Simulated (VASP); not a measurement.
# Be in VASP: notebook, part 2 of 2

VASP 6.6.1.

### Step 4. Single point, revPBE (the cell strained at random)

INCAR reads:

```
SYSTEM = Be
  PREC = Accurate
  ENCUT = 520
  EDIFF = 1E-6
  ISMEAR = 1
  SIGMA = 0.1
  LREAL = .FALSE.
  LASPH = .TRUE.
  NELM = 80
  ALGO = Fast
  ISIF = 2
  LWAVE = .FALSE.
  LCHARG = .TRUE.
  GGA = RE
  LELF = .TRUE.
  LVHAR = .TRUE.
  NBANDS = 9
```

KPOINTS reads:

```
regular mesh
0
G
  13 13 8
  0 0 0
```

POSCAR reads:

```
Be
1.0
    2.2851417883      0.0000310899      0.0000099744
   -1.1425443125      1.9789689822     -0.0000011220
    0.0000066124      0.0000035349      3.5778768795
Be
2
Direct
    0.6666846573      0.3333377069      0.7500001886
    0.3333153427      0.6666622931      0.2499998114
```

Potentials or basis: VASP PAW PBE potentials, release 64 (Be).

Started as:

```console
$ cat potpaw_PBE.64/Be/POTCAR > POTCAR
$ mpirun -np 1 vasp_std > vasp.out
```

OUTCAR:

```text
SYSTEM = Be
   PREC = Accurate
   ENCUT = 520
   EDIFF = 1E-6
   ISMEAR = 1
   LREAL = .FALSE.
   LASPH = .TRUE.
   NELM = 80
   ISIF = 2
   GGA = RE

 ion  position               nearest neighbor table
   1  0.667  0.333  0.750-   2 2.22   2 2.22   2 2.22   2 2.22   2 2.22   2 2.22
   2  0.333  0.667  0.250-   1 2.22   1 2.22   1 2.22   1 2.22   1 2.22   1 2.22

  Warning from LATTYP: Monoclinic adjustment (A1->A3, A2->A1, A3->A2)!
  LATTYP: Found a simple monoclinic cell.
 ALAT       =     2.2851095682
 B/A-ratio  =     1.5657353719
 C/A-ratio  =     1.0000141001
 COS(beta)  =    -0.4999836349

  Lattice vectors:

 A1 = (  -1.1425443125,   1.9789689822,  -0.0000011220)
 A2 = (   0.0000066124,   0.0000035349,   3.5778768795)
 A3 = (   2.2851417883,   0.0000310899,   0.0000099744)

Analysis of symmetry for initial positions (statically):
=====================================================================
 Subroutine PRICEL returns:
 Original cell was already a primitive cell.

 Routine SETGRP: Setting up the symmetry group for a
 simple monoclinic supercell.

 Subroutine GETGRP returns: Found  4 space group operations
 (whereof  2 operations were pure point group operations)
 out of a pool of  4 trial point group operations.

[... 168 lines left out ...]
 val. band max:        6.7232209263   @ k =  -0.2308   0.3846  -0.0000
 cond. band min:       6.8408916387   @ k =  -0.4615   0.1538  -0.0000
 fundamental gap:      0.1176707124
 Fermi energy:         6.7836939735

 k-point     1 :       0.0000    0.0000    0.0000
  band No.  band energies     occupation
      1      -4.3500      2.00000
      2       2.6168      2.00000
      3       8.0157     -0.00000
      4      22.6502      0.00000
      5      22.6513      0.00000
      6      25.4874      0.00000
      7      25.4876      0.00000
      8      27.7705      0.00000
      9      33.4950      0.00000
[... 265 lines left out ...]
 k-point    24 :       0.2308    0.1538    0.0000
  band No.  band energies     occupation
      1      -1.1280      2.00000
      2       6.7230      1.84581
      3       8.2153     -0.00000
      4      12.1376      0.00000
      5      15.1554      0.00000
      6      20.1193      0.00000
      7      22.0786      0.00000
      8      23.3100      0.00000
      9      25.5533      0.00000

 [... further k-points ...]
[... 5 lines left out ...]
  --------------------------------------------------------------------------------------
  -------------------------------------------------------------------------------------
  Total        0.0018333      0.0018640      0.0077785     -0.0001967      0.0000000      0.0000000
  in kB        0.1815335      0.1845794      0.7702437     -0.0194757      0.0000010      0.0000022
  external PRESSURE =       0.3787855 kB  Pullay stress =       0.0000000 kB

 VOLUME and BASIS-vectors are now :
 -----------------------------------------------------------------------------
  energy-cutoff  :      520.00
  volume of cell :       16.18
      direct lattice vectors                 reciprocal lattice vectors
     2.285141788  0.000031090  0.000009974     0.437606170  0.252648952 -0.000001058
    -1.142544313  1.978968982 -0.000001122    -0.000006875  0.505309661 -0.000000499
     0.000006612  0.000003535  3.577876880    -0.000001220 -0.000000546  0.279495364

 POSITION                                       TOTAL-FORCE (eV/Angst)
 -----------------------------------------------------------------------------------
      1.14262      0.65969      2.68341        -0.000186     -0.000053     -0.000000
     -0.00002      1.31932      0.89447         0.000186      0.000053      0.000000
 -----------------------------------------------------------------------------------
    total drift:                                0.000000      0.000006     -0.000008

  FREE ENERGIE OF THE ION-ELECTRON SYSTEM (eV)
  ---------------------------------------------------
  free  energy   TOTEN  =        -7.1115747293 eV

  energy  without entropy=       -7.1115247009  energy(sigma->0) =       -7.11155805
```

OSZICAR:

```text
N       E                     dE             d eps       ncg     rms          rms(c)
DAV:   1    -0.238493892123E+01   -0.23849E+01   -0.17792E+03  7722   0.365E+02
DAV:   2    -0.709638068082E+01   -0.47114E+01   -0.45919E+01 11309   0.539E+01
DAV:   3    -0.715291128598E+01   -0.56531E-01   -0.55935E-01  8810   0.385E+00
DAV:   4    -0.715300136162E+01   -0.90076E-04   -0.90074E-04  9536   0.157E-01
DAV:   5    -0.715300141403E+01   -0.52413E-07   -0.51766E-07  8521   0.361E-03    0.121E+00
RMM:   6    -0.712306076882E+01    0.29941E-01   -0.37264E-03  7770   0.708E-01    0.744E-01
RMM:   7    -0.711157271298E+01    0.11488E-01   -0.40705E-03  7886   0.680E-01    0.191E-02
RMM:   8    -0.711157266163E+01    0.51352E-07   -0.18176E-04  8434   0.116E-01    0.841E-03
RMM:   9    -0.711157618752E+01   -0.35259E-05   -0.60204E-06  9060   0.186E-02    0.340E-03
RMM:  10    -0.711157514045E+01    0.10471E-05   -0.40299E-07  7865   0.522E-03    0.120E-03
RMM:  11    -0.711157472935E+01    0.41110E-06   -0.29221E-08  6907   0.171E-03
   1 F= -.71115747E+01 E0= -.71115581E+01  d E =-.500285E-04
```

stdout:

```text
POSCAR found type information on POSCAR Be
 POSCAR found :  1 types and       2 ions
 scaLAPACK will be used
 -----------------------------------------------------------------------------
|                                                                             |
|                                                                             |
|     You enforced a specific xc type in the INCAR file but a different       |
|     I HOPE YOU KNOW WHAT YOU ARE DOING!                                     |
|                                                                             |
 -----------------------------------------------------------------------------

 LDA part: xc-table for (Slater+PW92), standard interpolation
 POSCAR, INCAR and KPOINTS ok, starting setup
 FFT: planning ... GRIDC
 FFT: planning ... GRID_SOFT
 FFT: planning ... GRID
 WAVECAR not read
 entering main loop
```

Run time: 29 s. Hardware: 1 thread of Intel Xeon Platinum 8488C (Sapphire Rapids), shared host; peak memory 0.16 GiB.

Results:

| Quantity | Value |
| --- | --- |
| Free energy | -7.1116 eV |
| Pressure | 0.0 GPa |
| Band gap on the k mesh | zero (bands 2 and 3 overlap by 1.64 eV) |

Levels at points of the mesh, in eV from the Fermi level:
| k point | band 1 | band 2 | band 3 | band 4 | band 5 | band 6 | band 7 |
| --- | --- | --- | --- | --- | --- | --- | --- |
| (0.00, 0.00, 0.00) | -11.13 | -4.17 | 1.23 | 15.87 | 15.87 | 18.70 | 18.70 |
| (0.00, 0.00, 0.50) | -8.96 | -8.96 | 10.85 | 10.85 | 17.53 | 17.53 | 17.53 |

Caveat: the cell differs from its parent crystal (the cell strained at random); the PAW data sets were made with another functional, which shifts forces and pressure a little.

### Step 5. Relaxation of cell and atoms, revPBE (the cell strained at random)

INCAR reads:

```
SYSTEM = Be
PREC     = Accurate       ! precision mode
ENCUT    = 600            ! plane-wave cutoff, eV
EDIFF    = 1E-6           ! SCF threshold, eV
ISMEAR   = 1              ! smearing method
SIGMA    = 0.1            ! smearing width, eV
LREAL    = .FALSE.        ! projectors in reciprocal space
LASPH    = .TRUE.         ! aspherical terms in the spheres
NELM     = 100            ! most SCF steps
ALGO     = Fast           ! electronic algorithm
ISIF     = 3              ! what is computed and relaxed
LWAVE    = .FALSE.        ! write WAVECAR
LCHARG   = .FALSE.        ! write CHGCAR
GGA      = RE             ! functional
IBRION   = 2              ! ionic algorithm
NSW      = 60             ! ionic steps
EDIFFG   = -0.01          ! ionic threshold
```

KPOINTS is that of step 4.

POSCAR reads:

```
Be
1.0
    2.2901170000      0.0087640000     -0.0032350000
   -1.1374690000      1.9773800000      0.0002620000
   -0.0050740000     -0.0024540000      3.5719690000
Be
2
Direct
    0.6666666667      0.3333333333      0.7500000000
    0.3333333333      0.6666666667      0.2500000000
```

Started as:

```console
$ cat potpaw_PBE.64/Be/POTCAR > POTCAR
$ mpirun -np 1 vasp_std > vasp.out
```

Wall time 46 s (1 thread of Intel Xeon Platinum 8488C (Sapphire Rapids), shared host); peak memory 0.19 GiB.

Results (log left out):

* Free energy: -7.1116 eV
* Relaxed volume: 8.09 Å³/atom
* Relaxed cell: a = 2.286 Å, b = 2.285 Å, c = 3.578 Å, α = 90.00°, β = 89.97°, γ = 119.97°
* Space group after relaxing (to 0.1 Å): P6_3/mmc (No. 194)
* Energy gained by relaxing: 0.3 meV/atom
* Ionic steps: 3
* Pressure after relaxing: 0.0 GPa
* Largest force after relaxing: 0.007 eV/Å
* Band gap on the k mesh: zero (bands 2 and 3 overlap by 1.64 eV)

Forces in eV/Å, atoms in the order of the input:
```
Be  -0.007 -0.001  0.000
Be   0.007  0.001  0.000
```

Stress tensor (GPa, compression positive):
```
-0.06 -0.04 -0.11
-0.04 -0.03 -0.05
-0.11 -0.05  0.03
```

The path:
```csv
step,energy change (eV),largest force (eV/Å),pressure (GPa),volume (Å³)
1,0.0000,0.0186,-0.13,16.21
2,-0.0005,0.0006,-0.06,16.20
3,-0.0006,0.0072,-0.02,16.19
```

Final structure:
```
Be
1.0
     2.28580    0.00079    0.00070
    -1.14221    1.97884   -0.00006
     0.00108    0.00052    3.57833
Be
2
Direct
  0.66726 0.33341 0.75001
  0.33274 0.66659 0.24999
```

Levels at points of the mesh, in eV from the Fermi level:
| k point | band 1 | band 2 | band 3 | band 4 | band 5 | band 6 |
| --- | --- | --- | --- | --- | --- | --- |
| (0.00, 0.00, 0.00) | -11.13 | -4.16 | 1.23 | 15.84 | 15.88 | 18.70 |
| (0.00, 0.00, 0.50) | -8.96 | -8.96 | 10.85 | 10.85 | 17.50 | 17.51 |

Caveat: the cell differs from its parent crystal (the cell strained at random); the PAW data sets were made with another functional, which shifts forces and pressure a little.

### Step 6. The runs side by side

```tsv
task	level	potentials or basis	cell	cutoff (eV)	smearing	gap on the mesh (eV)	pressure (GPa)
single point	PBE	VASP PAW PBE potentials, release 64 (Be)	a = 2.285, b = 2.285, c = 3.584 Å, angles 90.0, 90.0, 120.0°, 2 atoms	520	gaussian 0.1 eV	none	-2.7
single point	LDA	VASP PAW LDA potentials, release 64 (Be)	a = 2.285, b = 2.285, c = 3.584 Å, angles 90.0, 90.0, 120.0°, 2 atoms	520	gaussian 0.05 eV	none	-7.9
single point	revPBE	VASP PAW PBE potentials, release 64 (Be)	a = 2.285, b = 2.285, c = 3.578 Å, angles 90.0, 90.0, 120.0°, 2 atoms	520	methfessel-paxton 0.1 eV	none	0.0
relaxation of cell and atoms	revPBE	VASP PAW PBE potentials, release 64 (Be)	relaxed from a = 2.290, b = 2.281, c = 3.572 Å, angles 90.0, 90.2, 119.7°, 2 atoms	600	methfessel-paxton 0.1 eV	none	0.0
```

Alike in all rows: no spin polarisation; k mesh 13 × 13 × 8.

Caveats: the PAW data sets were made with another functional, which shifts forces and pressure a little (at least some runs); the cell stands under tension (at least some runs).

Absolute energies hang on the potentials; compare differences alone.

The gap in the log of VASP goes by the Fermi energy; the results here count the filled bands.